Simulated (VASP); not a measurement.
**BAs: single point with PBEsol**

BAs:

```
As B
1.0
     0.00000    2.33446    2.33446
     2.33446    0.00000    2.33446
     2.33446    2.33446    0.00000
As B
1 1
Direct
  0.75000 0.75000 0.75000
  0.00000 0.00000 0.00000
```

```
Program             : VASP 6.6.1
Task                : single point
Functional          : PBEsol
Potentials or basis : VASP PAW PBE potentials, release 64 (As, B)
Cutoff              : 520 eV
k mesh              : 10 × 10 × 10
Occupations         : fermi-dirac, width 0.05 eV
Spin                : no spin polarisation
```

- Pressure: 11.2 GPa
- Band gap on the k mesh: 1.01 eV, indirect (least direct gap 3.33 eV)

Levels at points of the mesh, in eV from the valence-band top:
| k point | band 1 | band 2 | band 3 | band 4 | band 5 | band 6 | band 7 | band 8 |
| --- | --- | --- | --- | --- | --- | --- | --- | --- |
| (0.00, 0.00, 0.00) | -16.08 | 0.00 | 0.00 | 0.00 | 3.33 | 3.33 | 3.33 | 5.57 |
| (0.50, 0.00, 0.00) | -12.94 | -9.36 | -1.95 | -1.95 | 3.07 | 4.80 | 4.80 | 8.82 |
| (0.50, 0.50, 0.00) | -11.52 | -8.93 | -4.40 | -4.40 | 1.25 | 1.25 | 12.01 | 12.01 |

It took 9.8 s on 1 thread of Intel Xeon 6975P-C, on a shared host, peak memory 0.16 GiB.

Caveat: the PAW data sets were made with another functional, which shifts forces and pressure a little. Expect the measured gap to be larger: semilocal functionals such as PBEsol lack the derivative discontinuity.
